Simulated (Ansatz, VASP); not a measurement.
# AlN in VASP and in Ansatz

```
Al N
1.0
     3.32120    0.00000    0.00000
    -1.66060    2.87624    0.00000
     0.00000    0.00000    4.22280
Al N
2 2
Cartesian
  0.0000 1.9175 3.1671
  1.6606 0.9587 1.0557
  0.0000 1.9175 1.0557
  1.6606 0.9587 3.1671
```

Alike in both runs: task single point; functional PBEsol; k mesh 9 × 9 × 6; occupations gaussian, width 0.05 eV; no spin polarisation.

```csv
,VASP,Ansatz
version,VASP 6.6.1,Ansatz 0.2.0
potentials or method,"VASP PAW PBE potentials, release 64 (Al, N), cutoff 520 eV","scalar-relativistic, plane waves, PAW"
valence electrons in the cell,16,16
```

```tsv
	VASP	Ansatz	Ansatz less VASP
gap on the k mesh at the Fermi level (eV)	3.07	3.06	-0.013
least direct gap on the mesh (eV)	3.07	3.06	-0.013
pressure (GPa)	-6.1	-6.1	+0.01
traceless stress, the component that is largest in VASP (GPa)	-0.82	-0.80	+0.018
```

VASP's potentials were made for PBE, not for PBEsol, and Ansatz warns of the same on its side.
